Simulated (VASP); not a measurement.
A run of VASP 6.6.1:

Contents of INCAR:

```
SYSTEM = Sn
PREC     = Accurate       ! precision mode
ENCUT    = 600            ! plane-wave cutoff, eV
EDIFF    = 1E-6           ! SCF threshold, eV
ISMEAR   = -1             ! smearing method
SIGMA    = 0.05           ! smearing width, eV
LREAL    = .False.        ! projectors in reciprocal space
LASPH    = .True.         ! aspherical terms in the spheres
NELM     = 60             ! most SCF steps
ALGO     = Normal         ! electronic algorithm
ISIF     = 8              ! what is computed and relaxed
LWAVE    = .False.        ! write WAVECAR
LCHARG   = .False.        ! write CHGCAR
IBRION   = 2              ! ionic algorithm
NSW      = 80             ! ionic steps
EDIFFG   = -0.02          ! ionic threshold
```

The input KPOINTS:

```
regular mesh
0
Gamma
  13 13 13
  0 0 0
```

File POSCAR:

```
Sn
1.0
    0.0000000000      3.2333430000      3.2333430000
    3.2333430000      0.0000000000      3.2333430000
    3.2333430000      3.2333430000      0.0000000000
Sn
2
Direct
    0.0000000000      0.0000000000      0.0000000000
    0.2500000000      0.2500000000      0.2500000000
```

Potentials or basis: VASP PAW LDA potentials, release 64 (Sn_d).

The run is started by

```bash
$ cat potpaw_LDA.64/Sn_d/POTCAR > POTCAR
$ mpirun -np 1 vasp_std > vasp.out
```

Hardware: 1 thread of Intel(R) Xeon(R) Platinum 8488C (Sapphire Rapids), with other jobs on the host.

Problem. How long does it take, and how much memory?

Solution. Run time: 4.3 min on 1 thread of Intel(R) Xeon(R) Platinum 8488C (Sapphire Rapids), on a shared host, peak memory 0.25 GiB. Counts: scf iterations 24, k points 84, ion steps 3.
